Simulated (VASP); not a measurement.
# Sc2GaAs3 (R-3m) in VASP: a series of runs, part 2 of 2

VASP 6.6.1. Earlier steps stand in the parts before.

### 3 Single point, PBE

This run uses another cell than the first one, of 20.66 Å³/atom.

Contents of INCAR:

```
PREC = Accurate
ENCUT = 500
EDIFF = 1E-6
ISMEAR = 0
SIGMA = 0.1
LREAL = False
LASPH = True
NELM = 120
ALGO = Normal
ISIF = 2
LWAVE = False
LCHARG = False
GGA = PE
NBANDS = 34
GGA_COMPAT = False
```

Contents of KPOINTS:

```
regular mesh
0
Gamma
  6 6 6
```

Contents of POSCAR:

```
Sc2GaAs3
1.0
    2.9915635528      1.7271800225      3.9976754843
   -2.9915635528      1.7271800225      3.9976754843
    0.0000000000     -3.4543600450      3.9976754843
Sc Ga As
2 1 3
Direct
    0.6536232151      0.6536232151      0.6536232151
    0.3463767849      0.3463767849      0.3463767849
    0.0000000000      0.0000000000      0.0000000000
    0.0000000000      0.0000000000      0.5000000000
    0.5000000000      0.0000000000      0.0000000000
    0.0000000000      0.5000000000      0.0000000000
```

Potentials or basis: VASP PAW PBE potentials, release 64 (Sc_sv, Ga_d, As).

Started as:

```console
$ cat potpaw_PBE.64/Sc_sv/POTCAR potpaw_PBE.64/Ga_d/POTCAR potpaw_PBE.64/As/POTCAR > POTCAR
$ mpirun -np 1 vasp_std > vasp.out
```

OUTCAR:

```text
PREC = Accurate
   ENCUT = 500
   EDIFF = 1E-6
   ISMEAR = 0
   LREAL = False
   LASPH = True
   NELM = 120
   ISIF = 2
   GGA = PE

 ion  position               nearest neighbor table
   1  0.654  0.654  0.654-   4 2.76   5 2.76   6 2.76
   2  0.346  0.346  0.346-   4 2.76   5 2.76   6 2.76
   3  0.000  0.000  0.000-   4 2.64   4 2.64   6 2.64   5 2.64   6 2.64   5 2.64
   4  0.000  0.000  0.500-   3 2.64   3 2.64   1 2.76   2 2.76
   5  0.500  0.000  0.000-   3 2.64   3 2.64   1 2.76   2 2.76
   6  0.000  0.500  0.000-   3 2.64   3 2.64   1 2.76   2 2.76

  LATTYP: Found a trigonal (rhomboedric) cell.
 ALAT       =     5.2833713288
 COS(alpha) =     0.3587842336

  Lattice vectors:

 A1 = (   2.9915635528,   1.7271800225,   3.9976754843)
 A2 = (  -2.9915635528,   1.7271800225,   3.9976754843)
 A3 = (   0.0000000000,  -3.4543600450,   3.9976754843)

Analysis of symmetry for initial positions (statically):
=====================================================================
 Subroutine PRICEL returns:
 Original cell was already a primitive cell.

 Routine SETGRP: Setting up the symmetry group for a
 trigonal (rhombohedral) supercell.

 Subroutine GETGRP returns: Found 12 space group operations
 (whereof 12 operations were pure point group operations)
 out of a pool of 12 trial point group operations.

The static configuration has the point symmetry D_3d.

Analysis of symmetry for dynamics (positions and initial velocities):
=====================================================================
 Subroutine PRICEL returns:
 Original cell was already a primitive cell.

 Routine SETGRP: Setting up the symmetry group for a
 trigonal (rhombohedral) supercell.

 Subroutine GETGRP returns: Found 12 space group operations
 (whereof 12 operations were pure point group operations)
 out of a pool of 12 trial point group operations.

The dynamic configuration has the point symmetry D_3d.

 Subroutine INISYM returns: Found 12 space group operations
 (whereof 12 operations are pure point group operations),
 and found     1 'primitive' translations

----------------------------------------------------------------------------------------

                                     Primitive cell

  volume of cell :     123.9352

  direct lattice vectors                    reciprocal lattice vectors
     2.991563553  1.727180023  3.997675484     0.167136680  0.096496407  0.083381789
    -2.991563553  1.727180023  3.997675484    -0.167136680  0.096496407  0.083381789
     0.000000000 -3.454360045  3.997675484     0.000000000 -0.192992814  0.083381789

  length of vectors
     5.283371329  5.283371329  5.283371329     0.210234985  0.210234985  0.210234985

  position of ions in fractional coordinates (direct lattice)
     0.653623215  0.653623215  0.653623215
     0.346376785  0.346376785  0.346376785
     0.000000000  0.000000000  0.000000000
     0.000000000  0.000000000  0.500000000
     0.500000000  0.000000000  0.000000000
     0.000000000  0.500000000  0.000000000

  ion indices of the primitive-cell ions
   primitive index   ion index
                 1           1
[... 30 lines left out ...]
 Found     32 irreducible k-points:

 Following reciprocal coordinates:
            Coordinates               Weight
  0.000000  0.000000  0.000000      1.000000
  0.166667 -0.000000  0.000000      6.000000
  0.333333  0.000000  0.000000      6.000000
  0.500000  0.000000  0.000000      3.000000
  0.166667  0.166667  0.000000      6.000000
  0.333333  0.166667 -0.000000     12.000000
[... 16 lines left out ...]
  0.500000  0.500000  0.166667      6.000000
 -0.333333  0.500000  0.166667     12.000000
 [... further k-points ...]
   k-points           NKPTS =     32   k-points in BZ     NKDIM =     32   number of bands    NBANDS=     34
   number of dos      NEDOS =    301   number of ions     NIONS =      6
   total plane-waves  NPLWV =  64000
   dimension x,y,z NGX =    40 NGY =   40 NGZ =   40
   dimension x,y,z NGXF=    80 NGYF=   80 NGZF=   80
   ions per type =               2   1   3
   NGX,Y,Z   is equivalent  to a cutoff of  12.59, 12.59, 12.59 a.u.
   NGXF,Y,Z  is equivalent  to a cutoff of  25.17, 25.17, 25.17 a.u.
 SYSTEM =  unknown system
   PREC   = accura    normal or accurate (medium, high low for compatibility)
   ISTART =      0    job   : 0-new  1-cont  2-samecut
   ICHARG =      2    charge: 1-file 2-atom 10-const
   ISPIN  =      1    spin polarized calculation?
   LNONCOLLINEAR =      F non collinear calculations
   LSORBIT =      F    spin-orbit coupling
   LASPH  =      T    aspherical Exc in radial PAW
   ENCUT  =  500.0 eV  36.75 Ry    6.06 a.u.   9.63  9.63  9.63*2*pi/ulx,y,z
   NELM   =    120;   NELMIN=  2; NELMDL= -5     # of ELM steps
   EDIFF  = 0.1E-05   stopping-criterion for ELM
   LREAL  =      F    real-space projection
   EDIFFG = 0.1E-04   stopping-criterion for IOM
   NSW    =      0    number of steps for IOM
   IBRION =     -1    ionic relax: 0-MD 1-quasi-New 2-CG
   NFREE  =      0    steps in history (QN), initial steepest desc. (CG)
   ISIF   =      2    stress and relaxation
   ISYM   =      2    0-nonsym 1-usesym 2-fastsym
   POTIM  = 0.5000    time-step for ionic-motion
   TEBEG  =    0.0;   TEEND  =   0.0 temperature during run
   PSTRESS=    0.0 pullay stress
   NELECT =      50.0000    total number of electrons
   NUPDOWN=      -1.0000    fix difference up-down
   EMIN   =  10.00;   EMAX   =-10.00  energy-range for DOS
   EFERMI =   0.00;   METHOD = LEGACY
   ISMEAR =     0;   SIGMA  =   0.10  broadening in eV -4-tet -1-fermi 0-gaus
   EFERMI_NEDOS =   21; number of points for ismear=-14 and -15
   IALGO  =     38    algorithm
   IMIX   =      4    mixing-type and parameters
     AMIX     =   0.40;   BMIX     =  1.00
     AMIX_MAG =   1.60;   BMIX_MAG =  1.00
  volume/ion in A,a.u.               =      20.66       139.39
  Fermi-wavevector in a.u.,A,eV,Ry     =   1.209669  2.285943 19.909399  1.463300
  Thomas-Fermi vector in A             =   2.345240
   LORBIT       =      0    0 simple, 1 ext, 2 COOP (PROOUT), +10 PAW based schemes
   GGA     = PE    functional components
   LHFCALC =     F    Hartree Fock is set to
   AEXX    =    0.0000 exact exchange contribution
   IVDW    =     0    specifies the selected vdW correction
   LEPSILON=     F    determine dielectric tensor
   LRPA    =     F    only Hartree local field effects (RPA)
 non-spin polarized calculation
 Gauss-broadening in eV      SIGMA  =   0.10
  energy-cutoff  :      500.00
  volume of cell :      123.94
 maximum number of plane-waves:      3160
 NGX is ok and might be reduce to    40
   NGX = 19   NGY = 19   NGZ = 19

 number of electron      50.0000008 magnetization

 Free energy of the ion-electron system (eV)
  ---------------------------------------------------
  ext. energy  EPLUGINS =         0.00000000
  ---------------------------------------------------
  free energy    TOTEN  =       -30.98786787 eV

  energy without entropy =      -30.96500997  energy(sigma->0) =      -30.97643892

 E-fermi :   5.7881     XC(G=0): -10.3747

 val. band max:        5.7837554684   @ k =   0.5000   0.5000  -0.0000
 cond. band min:       5.8002525384   @ k =  -0.1667   0.1667   0.0000
 fundamental gap:      0.0164970700
 Fermi energy:         5.7881468691

 k-point     1 :       0.0000    0.0000    0.0000
  band No.  band energies     occupation
      1     -44.4506      2.00000
      2     -44.4349      2.00000
      3     -23.1240      2.00000
      4     -23.1240      2.00000
      5     -23.0953      2.00000
      6     -23.0835      2.00000
[... 877 lines left out ...]
     33       7.6657      0.00000
     34       8.1045      0.00000

 [... further k-points ...]

------------------------ aborting loop because EDIFF is reached ----------------------------------------

  FORCE on cell =-STRESS in cart. coord.  units (eV):
  Direction    XX          YY          ZZ          XY          YZ          ZX
  --------------------------------------------------------------------------------------
  -------------------------------------------------------------------------------------
  Total        0.2543308      0.2543308      0.1199616      0.0000000     -0.0000000      0.0000000
  in kB        3.2878725      3.2878725      1.5508087      0.0000000     -0.0000000      0.0000000
  external PRESSURE =       2.7088513 kB  Pullay stress =       0.0000000 kB

 VOLUME and BASIS-vectors are now :
 -----------------------------------------------------------------------------
  energy-cutoff  :      500.00
  volume of cell :      123.94
      direct lattice vectors                 reciprocal lattice vectors
     2.991563553  1.727180023  3.997675484     0.167136680  0.096496407  0.083381789
    -2.991563553  1.727180023  3.997675484    -0.167136680  0.096496407  0.083381789
     0.000000000 -3.454360045  3.997675484     0.000000000 -0.192992814  0.083381789

 POSITION                                       TOTAL-FORCE (eV/Angst)
 -----------------------------------------------------------------------------------
      0.00000      0.00000      7.83892        -0.000000     -0.000000     -0.048648
      0.00000      0.00000      4.15411        -0.000000     -0.000000      0.048648
      0.00000      0.00000      0.00000        -0.000000     -0.000000     -0.000000
      0.00000     -1.72718      1.99884        -0.000000     -0.000000      0.000000
      1.49578      0.86359      1.99884         0.000000     -0.000000      0.000000
     -1.49578      0.86359      1.99884         0.000000      0.000000      0.000000
 -----------------------------------------------------------------------------------
    total drift:                                0.000000     -0.000000      0.000000

  FREE ENERGIE OF THE ION-ELECTRON SYSTEM (eV)
  ---------------------------------------------------
  free  energy   TOTEN  =       -30.9878678665 eV

  energy  without entropy=      -30.9650099705  energy(sigma->0) =      -30.97643892
```

OSZICAR:

```text
N       E                     dE             d eps       ncg     rms          rms(c)
DAV:   1     0.627172115149E+03    0.62717E+03   -0.22143E+04  2336   0.169E+03
DAV:   2     0.431500928924E+02   -0.58402E+03   -0.57057E+03  2416   0.560E+02
DAV:   3    -0.304948432721E+02   -0.73645E+02   -0.70370E+02  3384   0.189E+02
DAV:   4    -0.343847959625E+02   -0.38900E+01   -0.38152E+01  3448   0.411E+01
DAV:   5    -0.344706383338E+02   -0.85842E-01   -0.84990E-01  3376   0.667E+00    0.102E+01
DAV:   6    -0.313137306221E+02    0.31569E+01   -0.22539E+01  3512   0.257E+01    0.426E+00
DAV:   7    -0.310757173888E+02    0.23801E+00   -0.29159E+00  3628   0.123E+01    0.258E+00
DAV:   8    -0.310105961967E+02    0.65121E-01   -0.71440E-01  3464   0.534E+00    0.101E+00
DAV:   9    -0.309875323918E+02    0.23064E-01   -0.12533E-01  3472   0.261E+00    0.172E-01
DAV:  10    -0.309878227902E+02   -0.29040E-03   -0.46670E-03  3320   0.466E-01    0.582E-02
DAV:  11    -0.309878677778E+02   -0.44988E-04   -0.17709E-04  3552   0.106E-01    0.246E-02
DAV:  12    -0.309878704988E+02   -0.27210E-05   -0.53160E-05  3600   0.489E-02    0.103E-02
DAV:  13    -0.309878679190E+02    0.25798E-05   -0.16501E-05  3064   0.292E-02    0.164E-03
DAV:  14    -0.309878678665E+02    0.52529E-07   -0.35521E-07  1984   0.663E-03
   1 F= -.30987868E+02 E0= -.30976439E+02  d E =-.228579E-01
```

Wall time 86 s (1 thread of AMD EPYC 9R45 (Zen 5), shared host); peak memory 0.28 GiB.

What came out:

```
Free energy            : -30.9879 eV
Pressure               : 0.3 GPa
Largest force          : 0.049 eV/Å
Band gap on the k mesh : zero (bands 25 and 26 overlap by 0.60 eV)
```

Forces in eV/Å, atoms in the order of the input:
```
Sc   0.000  0.000 -0.049
Sc   0.000  0.000  0.049
Ga   0.000  0.000  0.000
As   0.000  0.000  0.000
As   0.000  0.000  0.000
As   0.000  0.000  0.000
```

### 4 Relaxation of cell and atoms, PBE

Contents of INCAR:

```
SYSTEM = Sc2GaAs3
PREC = Accurate
ENCUT = 500
EDIFF = 1E-7
ISMEAR = 0
SIGMA = 0.1
LREAL = .FALSE.
LASPH = .TRUE.
NELM = 120
ALGO = Normal
ISIF = 3
LWAVE = .FALSE.
LCHARG = .FALSE.
GGA = PE
IBRION = 2
NSW = 90
EDIFFG = -0.04
GGA_COMPAT = .FALSE.
NELMIN = 4
```

Contents of KPOINTS:

```
regular mesh
0
G
  6 6 6
  0 0 0
```

Contents of POSCAR:

```
Sc2GaAs3
1.0
    2.9172435700      1.6842713600      4.1052820700
   -2.9172435700      1.6842713600      4.1052820700
    0.0000000000     -3.3685427200      4.1052820700
Sc Ga As
2 1 3
Direct
    0.6297956100      0.6297956100      0.6297956100
    0.3702043900      0.3702043900      0.3702043900
    0.0000000000      0.0000000000      0.0000000000
    0.0000000000      0.0000000000      0.5000000000
    0.5000000000      0.0000000000      0.0000000000
    0.0000000000      0.5000000000      0.0000000000
```

Potentials or basis: VASP PAW PBE potentials, release 64 (Sc_sv, Ga_d, As).

Started as:

```console
$ cat potpaw_PBE.64/Sc_sv/POTCAR potpaw_PBE.64/Ga_d/POTCAR potpaw_PBE.64/As/POTCAR > POTCAR
$ mpirun -np 1 vasp_std > vasp.out
```

OUTCAR:

```text
SYSTEM = Sc2GaAs3
   PREC = Accurate
   ENCUT = 500
   EDIFF = 1E-7
   ISMEAR = 0
   LREAL = .FALSE.
   LASPH = .TRUE.
   NELM = 120
   ISIF = 3
   GGA = PE
   IBRION = 2
   NSW = 90
   EDIFFG = -0.04
   NELMIN = 4

 ion  position               nearest neighbor table
   1  0.630  0.630  0.630-   4 3.02   5 3.02   6 3.02   2 3.20
   2  0.370  0.370  0.370-   4 3.02   5 3.02   6 3.02   1 3.20
   3  0.000  0.000  0.000-   4 2.66   4 2.66   6 2.66   5 2.66   6 2.66   5 2.66
   4  0.000  0.000  0.500-   3 2.66   3 2.66   5 2.92   6 2.92   6 2.92   5 2.92   1 3.02   2 3.02

   5  0.500  0.000  0.000-   3 2.66   3 2.66   4 2.92   4 2.92   6 2.92   6 2.92   1 3.02   2 3.02

   6  0.000  0.500  0.000-   3 2.66   3 2.66   4 2.92   4 2.92   5 2.92   5 2.92   1 3.02   2 3.02

  LATTYP: Found a trigonal (rhomboedric) cell.
[... 399 lines left out ...]
  ---------------------------------------------------
  free energy    TOTEN  =       -30.98817589 eV

  energy without entropy =      -30.96453465  energy(sigma->0) =      -30.97635527

 E-fermi :   5.7827     XC(G=0): -10.3746

 val. band max:        5.7774463200   @ k =   0.5000   0.5000  -0.0000
 cond. band min:       5.7856961514   @ k =   0.3333   0.3333   0.1667
 fundamental gap:      0.0082498314
 Fermi energy:         5.7826777233

 k-point     1 :       0.0000    0.0000    0.0000
  band No.  band energies     occupation
      1     -44.4726      2.00000
      2     -44.4571      2.00000
      3     -23.1455      2.00000
      4     -23.1455      2.00000
      5     -23.1126      2.00000
      6     -23.0958      2.00000
[... 781 lines left out ...]
     29       7.1456      0.00000
     30       7.3533      0.00000

 [... further k-points ...]

------------------------ aborting loop because EDIFF is reached ----------------------------------------

  FORCE on cell =-STRESS in cart. coord.  units (eV):
  Direction    XX          YY          ZZ          XY          YZ          ZX
  --------------------------------------------------------------------------------------
  -------------------------------------------------------------------------------------
  Total        0.0500663      0.0500663     -0.0061252      0.0000000     -0.0000000      0.0000000
  in kB        0.6466415      0.6466415     -0.0791117      0.0000000     -0.0000000      0.0000000
  external PRESSURE =       0.4047238 kB  Pullay stress =       0.0000000 kB
[... 21 lines left out ...]
  FREE ENERGIE OF THE ION-ELECTRON SYSTEM (eV)
  ---------------------------------------------------
  free  energy   TOTEN  =       -30.9881758905 eV

  energy  without entropy=      -30.9645346461  energy(sigma->0) =      -30.97635527

 reached required accuracy - stopping structural energy minimisation
```

CONTCAR:

```text
Sc2GaAs3
   1.00000000000000
     2.9968337026558816    1.7302227444788767    3.9872790776371660
    -2.9968337026558816    1.7302227444788767    3.9872790776371660
    -0.0000000000000000   -3.4604454889577534    3.9872790776371660
  Sc              Ga              As
     2     1     3
Direct
     0.6521860749109255    0.6521860749109255    0.6521860749109255
     0.3478139250890744    0.3478139250890744    0.3478139250890744
     0.0000000000000000    0.0000000000000000    0.0000000000000000
     0.0000000000000000    0.0000000000000000    0.5000000000000000
     0.5000000000000000    0.0000000000000000    0.0000000000000000
     0.0000000000000000    0.5000000000000000    0.0000000000000000

  0.00000000E+00  0.00000000E+00  0.00000000E+00
  0.00000000E+00  0.00000000E+00  0.00000000E+00
  0.00000000E+00  0.00000000E+00  0.00000000E+00
  0.00000000E+00  0.00000000E+00  0.00000000E+00
  0.00000000E+00  0.00000000E+00  0.00000000E+00
  0.00000000E+00  0.00000000E+00  0.00000000E+00
```

Wall time 15 min (1 thread of AMD EPYC 9R45 (Zen 5), shared host); peak memory 0.29 GiB.

What came out:

* Free energy: -30.9882 eV
* Relaxed volume: 20.67 Å³/atom
* Relaxed cell: a = 5.279 Å, b = 5.279 Å, c = 5.279 Å, α = 69.17°, β = 69.17°, γ = 69.17°
* Space group after relaxing (to 0.1 Å): R-3m (No. 166)
* Energy gained by relaxing: 37.3 meV/atom
* Ionic steps: 15
* Pressure after relaxing: 0.0 GPa
* Band gap on the k mesh: zero (bands 25 and 26 overlap by 0.60 eV)

Step by step:
| step | energy change (eV) | largest force (eV/Å) | pressure (GPa) | volume (Å³) |
| --- | --- | --- | --- | --- |
| 1 | 0.0000 | 0.5169 | -0.44 | 121.03 |
| 2 | -0.0505 | 0.5283 | 0.25 | 120.05 |
| 3 | -0.1154 | 0.3169 | 3.08 | 117.03 |
| 4 | -0.1342 | 0.2541 | 2.79 | 117.79 |
| 5 | -0.1584 | 0.0896 | 2.12 | 120.05 |
| 6 | -0.1792 | 0.1415 | 1.15 | 121.38 |
| 7 | -0.1915 | 0.2369 | -0.61 | 124.01 |
| 8 | -0.1920 | 0.2228 | -0.35 | 123.61 |
| 9 | -0.1958 | 0.2129 | -0.29 | 123.48 |
| 10 | -0.2048 | 0.1877 | -0.13 | 123.10 |
| 11 | -0.2125 | 0.1415 | 0.30 | 122.31 |
| 12 | -0.2165 | 0.1256 | 0.05 | 122.94 |
| 13 | -0.2209 | 0.0883 | -0.50 | 124.49 |
| 14 | -0.2234 | 0.0386 | -0.18 | 124.23 |
| 15 | -0.2239 | 0.0016 | 0.04 | 124.05 |

Final structure:
```
Sc Ga As
1.0
     2.99683    1.73022    3.98728
    -2.99683    1.73022    3.98728
     0.00000   -3.46045    3.98728
Sc Ga As
2 1 3
Direct
  0.65219 0.65219 0.65219
  0.34781 0.34781 0.34781
  0.00000 0.00000 0.00000
  0.00000 0.00000 0.50000
  0.50000 0.00000 0.00000
  0.00000 0.50000 0.00000
```

### 5 Summary

| task | cell | gap on the mesh (eV) | pressure (GPa) | largest force (eV/Å) |
| --- | --- | --- | --- | --- |
| single point | a = 5.310 Å, angles 66.6°, 6 atoms, atomic positions A | none | -0.4 | 0.52 |
| single point | a = 5.283 Å, angles 69.0°, 6 atoms, atomic positions B | none | 0.3 | 0.05 |
| relaxation of cell and atoms | relaxed from a = 5.310 Å, angles 66.6°, 6 atoms, atomic positions A | none | 0.0 | - |

Alike in all rows: level PBE; potentials or basis VASP PAW PBE potentials, release 64 (Sc_sv, Ga_d, As); no spin polarisation; k mesh 6 × 6 × 6; cutoff (eV) 500; smearing gaussian 0.1 eV.

Absolute energies hang on the potentials; compare differences alone.
